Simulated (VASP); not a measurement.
**S: relaxation of cell and atoms with PBE**

Crystal: S.

```
S
1.0
     6.13845    0.00000    0.00000
    -3.06923    5.31605    0.00000
     0.00000    0.00000    2.12483
S
3
Direct
  0.00000 0.00000 0.00000
  0.33333 0.66667 0.50000
  0.66667 0.33333 0.50000
```

This isn't the form of S at room conditions, which is orthorhombic, of S8 rings.

```json
{"Program": "VASP 6.6.1", "Task": "relaxation of cell and atoms", "Functional": "PBE", "Potentials or basis": "VASP PAW PBE potentials, release 64 (S)", "Cutoff": "600 eV", "k mesh": "8 × 8 × 11", "Occupations": "fermi-dirac, width 0.08 eV", "Spin": "no spin polarisation", "Target pressure": "2.3 GPa", "Dipole correction": "no", "Further INCAR settings": "ALGO = Normal; EDIFF = 1e-06; IBRION = 2; EDIFFG = -0.005; NSW = 32; ISIF = 3"}
```

The relaxed volume is 22.96 Å³/atom and the relaxed cell is a = 6.124 Å, b = 6.124 Å, c = 2.121 Å, α = 90.00°, β = 90.00°, γ = 120.00°. The space group after relaxing (to 0.1 Å) is P6/mmm (No. 191), the energy change on relaxing (the run minimises the enthalpy) is +2.0 meV/atom and the ionic steps are 13. The pressure after relaxing is 2.3 GPa and the band gap on the k mesh is zero (bands 9 and 10 overlap by 1.92 eV).

The path:
| step | energy change (eV) | largest force (eV/Å) | pressure (GPa) | volume (Å³) |
| --- | --- | --- | --- | --- |
| 1 | 0.0000 | 0.0000 | 2.05 | 69.34 |
| 2 | 0.0055 | 0.0000 | 2.54 | 68.97 |
| 3 | 0.0020 | 0.0000 | 2.26 | 69.18 |
| 4 | 0.0020 | 0.0000 | 2.26 | 69.18 |
| 5 | 0.0026 | 0.0000 | 2.25 | 69.13 |
| 6 | 0.0047 | 0.0000 | 2.27 | 68.99 |
| 7 | 0.0056 | 0.0000 | 2.27 | 68.93 |
| 8 | 0.0073 | 0.0000 | 2.29 | 68.81 |
| 9 | 0.0064 | 0.0000 | 2.29 | 68.87 |
| 10 | 0.0061 | 0.0000 | 2.30 | 68.89 |
| 11 | 0.0058 | 0.0000 | 2.28 | 68.91 |
| 12 | 0.0069 | 0.0000 | 2.34 | 68.84 |
| 13 | 0.0061 | 0.0000 | 2.30 | 68.89 |

Final structure:
```
S
1.0
     6.12417    0.00000    0.00000
    -3.06208    5.30369    0.00000
     0.00000    0.00000    2.12095
S
3
Direct
  0.00000 0.00000 0.00000
  0.33333 0.66667 0.50000
  0.66667 0.33333 0.50000
```

Levels at points of the mesh, in eV from the Fermi level:
```
           k point  band 7  band 8  band 9  band 10  band 11  band 12
(0.00, 0.00, 0.00)   -4.55   -2.23   -2.23     4.30     9.01     9.01
(0.50, 0.00, 0.00)   -2.94   -2.93   -2.93     5.23     6.99     7.00
```

Run time: 5.4 min on 1 thread of Intel(R) Xeon(R) Platinum 8259CL CPU @ 2.50GHz (Skylake/Cascade Lake) (shared host), peak memory 0.22 GiB.

Caveat: the cell is relaxed towards a set pressure, so the run minimises the enthalpy, not the energy.
